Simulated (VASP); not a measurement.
Input of a VASP 6.6.1 run:

File POSCAR:

```
AlIn
1.0
    3.0519835826      0.0000028847      0.0000000000
   -1.5259942896      2.6430938721      0.0000000000
    0.0000000000      0.0000000000      5.9359467421
Al In
1 1
Direct
    0.0000000000      0.0000000000      0.0000000000
    0.0000000000      0.0000000000      0.5000000000
```

INCAR.step1

```
SYSTEM = AlIn
PREC = Accurate
ENCUT = 520
EDIFF = 1E-5
ISMEAR = -1
SIGMA = 0.05
LREAL = .False.
LASPH = .True.
NELM = 60
ALGO = Normal
ISIF = 2
LWAVE = .True.
LCHARG = .False.
NBANDS = 15
GGA = PE
```

The input INCAR.step2:

```
SYSTEM = AlIn
PREC = Accurate
ENCUT = 520
EDIFF = 1E-6
ISMEAR = -1
SIGMA = 0.05
LREAL = .False.
LASPH = .True.
NELM = 60
ALGO = Normal
ISIF = 2
LWAVE = .False.
LCHARG = .False.
GGA = B3
LHFCALC = .True.
AEXX = 0.2
AGGAX = 0.72
AGGAC = 0.81
ALDAC = 0.19
PRECFOCK = Normal
NBANDS = 15
ISTART = 1
```

Contents of KPOINTS:

```
regular mesh
0
Gamma
  5 5 3
  0 0 0
```

Potentials or basis: VASP PAW PBE potentials, release 64 (Al, In_d).

The run is started by

```bash
$ cat potpaw_PBE.64/Al/POTCAR potpaw_PBE.64/In_d/POTCAR > POTCAR
$ cp INCAR.step1 INCAR
$ mpirun -np 1 vasp_std > vasp.out
$ cp INCAR.step2 INCAR
$ mpirun -np 1 vasp_std > vasp.out
```

Q: What does it give for the band gap on the k mesh?

A: Zero (bands 8 and 9 overlap by 2.67 eV).

Q: What does it give for the pressure?

A: 0.0 GPa.

Stress tensor (GPa, compression positive):
```
 0.05  0.00  0.00
 0.00  0.05  0.00
 0.00  0.00 -0.10
```

Caveat: the k points lie up to 0.48 Å⁻¹ apart, too coarse for converged energies and pressures of a metal; the PAW data sets were made with another functional, which shifts forces and pressure a little; spin-orbit coupling is left out, which moves the levels of the heavy elements.
